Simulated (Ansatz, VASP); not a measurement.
**One calculation of AlN, two programs**

File INCAR:

```
SYSTEM = AlN
  PREC = Accurate
  ENCUT = 520
  EDIFF = 1E-6
  ISMEAR = 0
  SIGMA = 0.05
  LREAL = .False.
  LASPH = .True.
  NELM = 100
  ALGO = Normal
  ISIF = 2
  LWAVE = .False.
  LCHARG = .True.
  GGA = PS
  LELF = .True.
  LVHAR = .True.
  NBANDS = 16
```

The input KPOINTS:

```
regular mesh
0
Gamma
  9 9 6
  0 0 0
```

File POSCAR:

```
AlN
1.0
    3.2222000000      0.0000000000      0.0000000000
   -1.6111000000      2.7905070561      0.0000000000
    0.0000000000      0.0000000000      4.2228000000
Al N
2 2
Direct
    0.3333333333      0.6666666667      0.7500000000
    0.6666666667      0.3333333333      0.2500000000
    0.3333333333      0.6666666667      0.2500000000
    0.6666666667      0.3333333333      0.7500000000
```

Input for Ansatz:

```yaml
crystal:
  lattice:
    - [3.2222, 0.0, 0.0]
    - [-1.6111, 2.7905070561, 0.0]
    - [0.0, 0.0, 4.2228]
  atoms:
    - { symbol: Al, position: [0.3333333333, 0.6666666667, 0.75] }
    - { symbol: Al, position: [0.6666666667, 0.3333333333, 0.25] }
    - { symbol: "N", position: [0.3333333333, 0.6666666667, 0.25] }
    - { symbol: "N", position: [0.6666666667, 0.3333333333, 0.75] }
basis:
  ecutwfc: 520.0
kpoints:
  mp_grid: { grid: [9, 9, 6] }
hamiltonian:
  xc: pbesol
  pseudopotentials: { kind: paw, azcp: { folder: soft_1 } }
scf:
  occupations: { method: gaussian, width: 0.05 }
output:
  forces: true
  stress: true
  eigenvalues: true
```

Alike in both runs: task single point; functional PBEsol; k mesh 9 × 9 × 6; occupations gaussian, width 0.05 eV; no spin polarisation.

|  | VASP | Ansatz |
| --- | --- | --- |
| version | VASP 6.6.1 | Ansatz 0.2.0 |
| potentials or method | VASP PAW PBE potentials, release 64 (Al, N), cutoff 520 eV | scalar-relativistic, plane waves, PAW |
| valence electrons in the cell | 16 | 16 |

|  | VASP | Ansatz | Ansatz less VASP |
| --- | --- | --- | --- |
| gap on the k mesh at the Fermi level (eV) | 3.46 | 3.44 | -0.016 |
| least direct gap on the mesh (eV) | 3.46 | 3.44 | -0.016 |
| pressure (GPa) | 8.5 | 8.4 | -0.06 |
| traceless stress, the component that is largest in VASP (GPa) | -7.75 | -7.66 | +0.090 |

VASP's potentials were made for PBE, not for PBEsol, and Ansatz warns of the same on its side. With one functional, cell and mesh, what is left measures potentials, basis and numerics.
